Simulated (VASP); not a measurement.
Set up this calculation in VASP 6.6.1, as the native input.

```
Task                   : single point
Functional             : PBE
Potentials or basis    : VASP PAW PBE potentials, release 64 (Si, W_sv)
Cutoff                 : 520 eV
k mesh                 : 8 × 6 × 4
Occupations            : gaussian, width 0.2 eV
Spin                   : no spin polarisation
Dipole correction      : no
Further INCAR settings : ALGO = Fast; EDIFF = 1e-06; NBANDS = 41
```

The structure of SiW2 lies in POSCAR:

```
SiW2
1.0
    0.0000000000      0.0000000000     -2.6449460295
    2.2763887373     -3.9428209508      0.0000000000
   -6.8291662119     -3.9428209508      0.0000000000
Si W
2 4
Direct
    0.0000000000      0.0000000000      1.0000000000
    1.0000000000      0.5000000000      0.5000000000
    0.5000000000      0.5000000000      0.8333333333
    0.5000000000      1.0000000000      0.3333333333
    0.5000000000      1.0000000000      0.6666666667
    0.5000000000      0.5000000000      0.1666666667
```

These files were run (other wordings do the same):

INCAR

```
SYSTEM = SiW2
ALGO     = Fast           ! electronic algorithm
EDIFF    = 1E-6           ! SCF threshold, eV
ENCUT    = 520            ! plane-wave cutoff, eV
GGA      = PE             ! functional
ISIF     = 2              ! what is computed and relaxed
ISMEAR   = 0              ! smearing method
LASPH    = .TRUE.         ! aspherical terms in the spheres
LCHARG   = .FALSE.        ! write CHGCAR
LREAL    = .FALSE.        ! projectors in reciprocal space
LWAVE    = .FALSE.        ! write WAVECAR
NBANDS   = 41             ! bands
NELM     = 80             ! most SCF steps
PREC     = Accurate       ! precision mode
SIGMA    = 0.2            ! smearing width, eV
```

KPOINTS

```
k-points
0
G
  8 6 4
  0 0 0
```

Potentials or basis: VASP PAW PBE potentials, release 64 (Si, W_sv).

The run is started by

```sh
$ cat potpaw_PBE.64/Si/POTCAR potpaw_PBE.64/W_sv/POTCAR > POTCAR
$ mpirun -np 1 vasp_std > vasp.out
```

It gave:

```
Pressure               : 1.0 GPa
Largest force          : 0.095 eV/Å
Band gap on the k mesh : zero (bands 32 and 33 overlap by 1.66 eV)
```

Caveat: spin-orbit coupling is left out, which moves the levels of the heavy elements.

Run time: 100 s on 1 thread of Intel(R) Xeon(R) 6975P-C (Granite Rapids) (shared host), peak memory 0.31 GiB.
